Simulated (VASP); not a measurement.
# Mo (Im-3m) in VASP: notebook, part 2 of 2

VASP 6.6.1. Earlier steps stand in the parts before.

## (3) Single point, r2SCAN

This run uses another cell than the first one, of 14.54 Å³/atom, 0.996 times its volume.

File POSCAR:

```
Mo
1.0
   -1.5376638691      1.5376638691      1.5376638691
    1.5376638691     -1.5376638691      1.5376638691
    1.5376638691      1.5376638691     -1.5376638691
Mo
1
Direct
    0.0000000000      0.0000000000      0.0000000000
```

File INCAR.step1:

```
  PREC = Accurate
  ENCUT = 520
  ISMEAR = 0
  SIGMA = 0.1
  LREAL = F
  LASPH = T
  NELM = 100
  NBANDS = 13
  GGA = PE
  ALGO = Normal
  EDIFF = 1E-4
  LWAVE = T
  LCHARG = F
```

File INCAR.step2:

```
  PREC = Accurate
  ENCUT = 520
  EDIFF = 1E-6
  ISMEAR = 0
  SIGMA = 0.1
  LREAL = F
  LASPH = T
  NELM = 100
  ALGO = Normal
  ISIF = 2
  LWAVE = F
  LCHARG = F
  METAGGA = R2SCAN
  LMIXTAU = T
  NBANDS = 13
  ISTART = 1
```

File KPOINTS:

```
Automatic mesh
0
Gamma
  10 10 10
```

Potentials or basis: VASP PAW PBE potentials, release 64 (Mo_sv).

The run is started by

```bash
$ cat potpaw_PBE.64/Mo_sv/POTCAR > POTCAR
$ cp INCAR.step1 INCAR
$ mpirun -np 1 vasp_std > vasp.out
$ cp INCAR.step2 INCAR
$ mpirun -np 1 vasp_std > vasp.out
```

OUTCAR:

```text
PREC = Accurate
   ENCUT = 520
   EDIFF = 1E-6
   ISMEAR = 0
   LREAL = F
   LASPH = T
   NELM = 100
   ISIF = 2
   METAGGA = R2SCAN
   ISTART = 1

 ion  position               nearest neighbor table
   1  0.000  0.000  0.000-

  LATTYP: Found a body centered cubic cell.
 ALAT       =     3.0753277382

  Lattice vectors:

 A1 = (  -1.5376638691,   1.5376638691,   1.5376638691)
 A2 = (   1.5376638691,  -1.5376638691,   1.5376638691)
 A3 = (   1.5376638691,   1.5376638691,  -1.5376638691)

Analysis of symmetry for initial positions (statically):
=====================================================================
 Subroutine PRICEL returns:
 Original cell was already a primitive cell.

 Routine SETGRP: Setting up the symmetry group for a
 body centered cubic supercell.

 Subroutine GETGRP returns: Found 48 space group operations
 (whereof 48 operations were pure point group operations)
 out of a pool of 48 trial point group operations.

The static configuration has the point symmetry O_h .

Analysis of symmetry for dynamics (positions and initial velocities):
=====================================================================
 Subroutine PRICEL returns:
 Original cell was already a primitive cell.

 Routine SETGRP: Setting up the symmetry group for a
 body centered cubic supercell.

 Subroutine GETGRP returns: Found 48 space group operations
 (whereof 48 operations were pure point group operations)
 out of a pool of 48 trial point group operations.

The dynamic configuration has the point symmetry O_h .

 Subroutine INISYM returns: Found 48 space group operations
 (whereof 48 operations are pure point group operations),
 and found     1 'primitive' translations

----------------------------------------------------------------------------------------

[... 108 lines left out ...]
   IMIX   =      4    mixing-type and parameters
     AMIX     =   0.40;   BMIX     =  1.00
     AMIX_MAG =   1.60;   BMIX_MAG =  1.00
  volume/ion in A,a.u.               =      14.54        98.14
  Fermi-wavevector in a.u.,A,eV,Ry     =   1.616477  3.054698 35.551979  2.612997
  Thomas-Fermi vector in A             =   2.711057
   LORBIT       =      0    0 simple, 1 ext, 2 COOP (PROOUT), +10 PAW based schemes
   METAGGA = R2SCAN    functional components
   LHFCALC =     F    Hartree Fock is set to
   AEXX    =    0.0000 exact exchange contribution
   IVDW    =     0    specifies the selected vdW correction
   LEPSILON=     F    determine dielectric tensor
   LRPA    =     F    only Hartree local field effects (RPA)
 non-spin polarized calculation
 Gauss-broadening in eV      SIGMA  =   0.10
  energy-cutoff  :      520.00
  volume of cell :       14.54
 maximum number of plane-waves:       402
   NGX =  9   NGY =  9   NGZ =  9

 number of electron      13.9999998 magnetization

 Free energy of the ion-electron system (eV)
  ---------------------------------------------------
  ext. energy  EPLUGINS =         0.00000000
  ---------------------------------------------------
  free energy    TOTEN  =       -25.98029632 eV

  energy without entropy =      -25.97655574  energy(sigma->0) =      -25.97842603

 E-fermi :  13.8969     XC(G=0): -15.0962

 val. band max:       13.8760942338   @ k =  -0.2000   0.2000   0.2000
 cond. band min:      13.9695289066   @ k =   0.5000   0.5000   0.2000
 fundamental gap:      0.0934346728
 Fermi energy:        13.8968861220

 k-point     1 :       0.0000    0.0000    0.0000
  band No.  band energies     occupation
      1     -49.4708      2.00000
      2     -21.7447      2.00000
      3     -21.7447      2.00000
      4     -21.7447      2.00000
      5       5.8828      2.00000
      6      12.1944      2.00000
      7      12.1944      2.00000
      8      12.1944      2.00000
      9      15.7952      0.00000
     10      15.7952      0.00000
     11      29.3456      0.00000
     12      29.3456      0.00000
     13      29.3456      0.00000
[... 354 lines left out ...]
  band No.  band energies     occupation
      1     -49.1891      2.00000
      2     -22.9835      2.00000
      3     -22.2013      2.00000
      4     -21.8966      2.00000
      5       8.6183      2.00000
      6      10.9899      2.00000
      7      11.9215      2.00000
      8      14.4110      0.00000
      9      15.8896      0.00000
     10      17.0094      0.00000
     11      29.1755      0.00000
     12      31.1998      0.00000
     13      35.5488      0.00000

 [... further k-points ...]
[... 5 lines left out ...]
  --------------------------------------------------------------------------------------
  -------------------------------------------------------------------------------------
  Total        2.1376979      2.1376979      2.1376979     -0.0000000      0.0000000      0.0000000
  in kB      235.5118118    235.5118118    235.5118118     -0.0000000      0.0000000      0.0000000
  external PRESSURE =     235.5118118 kB  Pullay stress =       0.0000000 kB

 VOLUME and BASIS-vectors are now :
 -----------------------------------------------------------------------------
  energy-cutoff  :      520.00
  volume of cell :       14.54
      direct lattice vectors                 reciprocal lattice vectors
    -1.537663869  1.537663869  1.537663869     0.000000000  0.325168595  0.325168595
     1.537663869 -1.537663869  1.537663869     0.325168595  0.000000000  0.325168595
     1.537663869  1.537663869 -1.537663869     0.325168595  0.325168595  0.000000000

 POSITION                                       TOTAL-FORCE (eV/Angst)
 -----------------------------------------------------------------------------------
      0.00000      0.00000      0.00000         0.000000     -0.000000     -0.000000
 -----------------------------------------------------------------------------------
    total drift:                                0.000000     -0.000000      0.000000

  FREE ENERGIE OF THE ION-ELECTRON SYSTEM (eV)
  ---------------------------------------------------
  free  energy   TOTEN  =       -25.9802963223 eV

  energy  without entropy=      -25.9765557434  energy(sigma->0) =      -25.97842603
```

OSZICAR.step1:

```text
N       E                     dE             d eps       ncg     rms          rms(c)
DAV:   1     0.892993821386E+02    0.89299E+02   -0.81256E+03  1238   0.111E+03
DAV:   2    -0.102888678896E+02   -0.99588E+02   -0.95530E+02  1402   0.307E+02
DAV:   3    -0.114103370319E+02   -0.11215E+01   -0.11186E+01  1322   0.324E+01
DAV:   4    -0.114129192544E+02   -0.25822E-02   -0.25822E-02  1382   0.182E+00
DAV:   5    -0.114129330630E+02   -0.13809E-04   -0.13809E-04  1314   0.125E-01    0.174E+01
DAV:   6    -0.109035425940E+02    0.50939E+00   -0.60803E-01  1257   0.981E+00    0.542E+00
DAV:   7    -0.108325774246E+02    0.70965E-01   -0.12553E-01  1327   0.426E+00    0.784E-01
DAV:   8    -0.108291350378E+02    0.34424E-02   -0.34189E-03  1277   0.747E-01    0.219E-01
DAV:   9    -0.108291688102E+02   -0.33772E-04   -0.65513E-05   801   0.104E-01
   1 F= -.10829169E+02 E0= -.10827035E+02  d E =-.426712E-02
```

It took 15 s on 1 thread of Intel Xeon 6975P-C (Granite Rapids), shared host; peak memory 0.12 GiB.

What came out:

| Quantity | Value |
| --- | --- |
| Free energy | -25.9803 eV |
| Pressure | 23.6 GPa |
| Band gap on the k mesh | zero (band 7 reaches 18.36 eV, above the bottom of band 8 at 12.19 eV) |

Caveat: the PAW data sets were made with another functional, which shifts forces and pressure a little.

## (4) Relaxation of cell and atoms, r2SCAN, target pressure 22 GPa, at which the enthalpy is minimised

This run uses another cell than the first one, of 15.58 Å³/atom, 1.067 times its volume.

File POSCAR:

```
Mo
1.0
   -1.5734150000      1.5734150000      1.5734150000
    1.5734150000     -1.5734150000      1.5734150000
    1.5734150000      1.5734150000     -1.5734150000
Mo
1
Direct
    0.0000000000      0.0000000000      0.0000000000
```

File INCAR.step1:

```
SYSTEM = Mo
  PREC = Accurate
  ENCUT = 600
  ISMEAR = 0
  SIGMA = 0.1
  LREAL = .False.
  LASPH = .True.
  NELM = 60
  GGA = PE
  ALGO = Normal
  EDIFF = 1E-4
  LWAVE = .True.
  LCHARG = .False.
```

File INCAR.step2:

```
SYSTEM = Mo
  PREC = Accurate
  ENCUT = 600
  EDIFF = 1E-7
  ISMEAR = 0
  SIGMA = 0.1
  LREAL = .False.
  LASPH = .True.
  NELM = 60
  ALGO = Normal
  ISIF = 3
  LWAVE = .False.
  LCHARG = .False.
  METAGGA = R2SCAN
  LMIXTAU = .True.
  IBRION = 2
  NSW = 80
  EDIFFG = -0.05
  PSTRESS = 220.0
  ISTART = 1
```

File KPOINTS:

```
Automatic mesh
0
Gamma
  8 8 8
  0 0 0
```

Potentials or basis: VASP PAW PBE potentials, release 64 (Mo_sv).

The run is started by

```bash
$ cat potpaw_PBE.64/Mo_sv/POTCAR > POTCAR
$ cp INCAR.step1 INCAR
$ mpirun -np 1 vasp_std > vasp.out
$ cp INCAR.step2 INCAR
$ mpirun -np 1 vasp_std > vasp.out
```

OUTCAR:

```text
SYSTEM = Mo
   PREC = Accurate
   ENCUT = 600
   EDIFF = 1E-7
   ISMEAR = 0
   LREAL = .False.
   LASPH = .True.
   NELM = 60
   ISIF = 3
   METAGGA = R2SCAN
   IBRION = 2
   NSW = 80
   EDIFFG = -0.05
   PSTRESS = 220.0
   ISTART = 1

 ion  position               nearest neighbor table
   1  0.000  0.000  0.000-

  LATTYP: Found a body centered cubic cell.
 ALAT       =     3.1468300000

  Lattice vectors:

 A1 = (  -1.5734150000,   1.5734150000,   1.5734150000)
 A2 = (   1.5734150000,  -1.5734150000,   1.5734150000)
 A3 = (   1.5734150000,   1.5734150000,  -1.5734150000)

Analysis of symmetry for initial positions (statically):
=====================================================================
 Subroutine PRICEL returns:
 Original cell was already a primitive cell.

[... 289 lines left out ...]

 E-fermi :  13.4908     XC(G=0): -15.0406

 val. band max:       13.4545184365   @ k =  -0.2500   0.2500   0.1250
 cond. band min:      13.6642246728   @ k =  -0.2500   0.3750   0.1250
 fundamental gap:      0.2097062364
 Fermi energy:        13.4907821237

 k-point     1 :       0.0000    0.0000    0.0000
  band No.  band energies     occupation
      1     -49.6604      2.00000
      2     -21.9608      2.00000
      3     -21.9608      2.00000
      4     -21.9608      2.00000
      5       5.7411      2.00000
      6      12.0365      2.00000
      7      12.0365      2.00000
      8      12.0365      2.00000
      9      15.6074      0.00000
     10      15.6074      0.00000
     11      29.1653      0.00000
[... 309 lines left out ...]
 k-point    24 :      -0.3750    0.3750    0.2500
  band No.  band energies     occupation
      1     -49.2047      2.00000
      2     -23.3148      2.00000
      3     -22.7886      2.00000
      4     -22.6289      2.00000
      5       9.1435      2.00000
      6       9.8326      2.00000
      7      12.8485      2.00000
      8      13.8170      0.00000
      9      16.8496      0.00000
     10      19.3834      0.00000
     11      28.9103      0.00000

 [... further k-points ...]
[... 5 lines left out ...]
  --------------------------------------------------------------------------------------
  -------------------------------------------------------------------------------------
  Total        1.9884527      1.9884527      1.9884527      0.0000000     -0.0000000     -0.0000000
  in kB      217.0015894    217.0015894    217.0015894      0.0000000     -0.0000000     -0.0000000
  external PRESSURE =      -2.9984106 kB  Pullay stress =     220.0000000 kB
[... 20 lines left out ...]
  energy  without entropy=      -25.9849486912  energy(sigma->0) =      -25.98736273

  enthalpy is  TOTEN    =       -23.9738487255 eV   P V=        2.0159280463

 reached required accuracy - stopping structural energy minimisation
```

Wall time 41 s (1 thread of Intel Xeon 6975P-C (Granite Rapids), shared host); peak memory 0.15 GiB.

Results:

* Free energy: -25.9898 eV
* Relaxed volume: 14.68 Å³/atom
* Relaxed cell: a = 2.672 Å, b = 2.672 Å, c = 2.672 Å, α = 109.47°, β = 109.47°, γ = 109.47°
* Space group after relaxing (to 0.05 Å): Im-3m (No. 229)
* Energy change on relaxing (the enthalpy is what falls): +67.0 meV/atom
* Ionic steps: 4
* Pressure after relaxing: 21.7 GPa
* Band gap on the k mesh: zero (band 7 reaches 18.11 eV, above the bottom of band 8 at 12.04 eV)

The path:
| step | energy change (eV) | largest force (eV/Å) | pressure (GPa) | volume (Å³) |
| --- | --- | --- | --- | --- |
| 1 | 0.0000 | 0.0000 | 3.07 | 15.58 |
| 2 | 1.3134 | 0.0000 | 135.44 | 11.79 |
| 3 | 0.0600 | 0.0000 | 20.45 | 14.73 |
| 4 | 0.0670 | 0.0000 | 21.70 | 14.68 |

Final structure:
```xyz
1
Lattice="-1.5425 1.5425 1.5425 1.5425 -1.5425 1.5425 1.5425 1.5425 -1.5425" Properties=species:S:1:pos:R:3 pbc="T T T"
Mo    0.0000    0.0000    0.0000
```

Caveat: the cell is relaxed towards a set pressure, so the enthalpy falls and the energy may rise; the PAW data sets were made with another functional, which shifts forces and pressure a little.

## (5) Relaxation of cell and atoms, r2SCAN, target pressure 22 GPa, at which the enthalpy is minimised

File POSCAR:

```
Mo
1.0
   -1.5396668226      1.5396668226      1.5396668226
    1.5396668226     -1.5396668226      1.5396668226
    1.5396668226      1.5396668226     -1.5396668226
Mo
1
Direct
    0.0000000000      0.0000000000      0.0000000000
```

File INCAR.step1:

```
ALGO = Normal
EDIFF = 1E-4
ENCUT = 600
GGA = PE
ISMEAR = 0
LASPH = True
LCHARG = False
LREAL = False
LWAVE = True
NELM = 60
PREC = Accurate
SIGMA = 0.1
```

File INCAR.step2:

```
ALGO = Normal
EDIFF = 1E-7
EDIFFG = -0.05
ENCUT = 600
IBRION = 2
ISIF = 3
ISMEAR = 0
ISTART = 1
LASPH = True
LCHARG = False
LMIXTAU = True
LREAL = False
LWAVE = False
METAGGA = R2SCAN
NELM = 60
NSW = 80
PREC = Accurate
PSTRESS = 220.0
SIGMA = 0.1
```

File KPOINTS:

```
k-points
0
Gamma
  10 10 10
```

The run is started by

```bash
$ cat potpaw_PBE.64/Mo_sv/POTCAR > POTCAR
$ cp INCAR.step1 INCAR
$ mpirun -np 1 vasp_std > vasp.out
$ cp INCAR.step2 INCAR
$ mpirun -np 1 vasp_std > vasp.out
```

Run time: 16 s. Hardware: 1 thread of Intel Xeon 6975P-C (Granite Rapids), shared host; peak memory 0.14 GiB.

It converged, with:

```
Free energy             : -25.9868 eV
Pressure after relaxing : 22.1 GPa
Band gap on the k mesh  : zero (band 7 reaches 18.26 eV, above the bottom of band 8 at 12.14 eV)
```

Final structure:
```
CELL_PARAMETERS angstrom
-1.53967 1.53967 1.53967
1.53967 -1.53967 1.53967
1.53967 1.53967 -1.53967
ATOMIC_POSITIONS crystal
Mo 0.00000 0.00000 0.00000
```

Levels at points of the mesh, in eV from the Fermi level:
```tsv
k point	band 5	band 6	band 7	band 8	band 9	band 10
(0.00, 0.00, 0.00)	-8.00	-1.69	-1.69	-1.69	1.89	1.89
(0.50, 0.00, 0.00)	-6.17	-4.07	1.76	1.92	2.68	5.32
(0.50, 0.50, 0.50)	-6.38	-6.38	4.43	4.43	4.43	9.93
```

Caveat: the relaxation stopped at its first step, so nothing moved; the cell is relaxed towards a set pressure, so the enthalpy falls and the energy may rise; the PAW data sets were made with another functional, which shifts forces and pressure a little.

## (6) Overview

| task | cell | k mesh | cutoff (eV) | gap on the mesh (eV) | pressure (GPa) |
| --- | --- | --- | --- | --- | --- |
| single point | a = 2.667 Å, angles 109.5°, 1 atom | 8 × 8 × 8 | 520 | none | 23.7 |
| single point | a = 2.663 Å, angles 109.5°, 1 atom | 10 × 10 × 10 | 520 | none | 23.6 |
| relaxation of cell and atoms | relaxed to 22 GPa from a = 2.725 Å, angles 109.5°, 1 atom | 8 × 8 × 8 | 600 | none | 21.7 |
| relaxation of cell and atoms | relaxed to 22 GPa from a = 2.667 Å, angles 109.5°, 1 atom | 10 × 10 × 10 | 600 | none | 22.1 |

Alike in all rows: level r2SCAN; potentials or basis VASP PAW PBE potentials, release 64 (Mo_sv); no spin polarisation; smearing gaussian 0.1 eV.

Caveats: some runs use coarse meshes; the PAW data sets were made with another functional, which shifts forces and pressure a little; the cell is relaxed towards a set pressure, so the enthalpy falls and the energy may rise (some runs); the relaxation stopped at its first step, so nothing moved (some runs).

Total energies depend on the potentials used, so only differences within one code and one set of settings carry meaning.
